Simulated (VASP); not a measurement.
Wanted: the native input for a VASP 6.6.1 run.

* Task: relaxation of cell and atoms
* Functional: revPBE
* Dispersion: D3(BJ)
* Potentials or basis: VASP PAW PBE potentials, release 64 (Ga_d, N)
* Cutoff: 600 eV
* k mesh: 10 × 10 × 10
* Occupations: fermi-dirac, width 0.05 eV
* Spin: no spin polarisation
* Dipole correction: no
* Further INCAR settings: ALGO = Normal; EDIFF = 1e-06; IBRION = 2; EDIFFG = -0.01; NSW = 60; ISIF = 3

The structure of GaN lies in POSCAR:

```
GaN
1.0
    0.0000000000      2.2535006075      2.2535006075
    2.2535006075      0.0000000000      2.2535006075
    2.2535006075      2.2535006075      0.0000000000
Ga N
1 1
Direct
    0.0000000000      0.0000000000      0.0000000000
    0.2500000000      0.2500000000      0.2500000000
```

These files were run (other wordings do the same):

INCAR

```
  ALGO = Normal
  EDIFF = 1E-6
  EDIFFG = -0.01
  ENCUT = 600
  GGA = RE
  IBRION = 2
  ISIF = 3
  ISMEAR = -1
  IVDW = 12
  LASPH = T
  LCHARG = F
  LREAL = F
  LWAVE = F
  NELM = 60
  NSW = 60
  PREC = Accurate
  SIGMA = 0.05
```

KPOINTS

```
k-points
0
Gamma
  10 10 10
```

Potentials or basis: VASP PAW PBE potentials, release 64 (Ga_d, N).

Run with:

```console
$ cat potpaw_PBE.64/Ga_d/POTCAR potpaw_PBE.64/N/POTCAR > POTCAR
$ mpirun -np 1 vasp_std > vasp.out
```

It gave:

```yaml
Relaxed_volume: 11.47 Å³/atom
Relaxed_cell: a = 3.189 Å, b = 3.189 Å, c = 3.189 Å, α = 60.00°, β = 60.00°, γ = 60.00°
Space_group_after_relaxing_to_0.1_Å: F-43m (No. 216)
Energy_gained_by_relaxing: 0.0 meV/atom
Ionic_steps: 3
Pressure_after_relaxing: 0.0 GPa
Band_gap_on_the_k_mesh: 1.75 eV
Dispersion_energy_per_atom: -0.490 eV
```

Caveat: the PAW data sets were made with another functional, which shifts forces and pressure a little.

It took 17 s on 1 thread of Intel(R) Xeon(R) 6975P-C (Granite Rapids), on a shared host, peak memory 0.18 GiB.
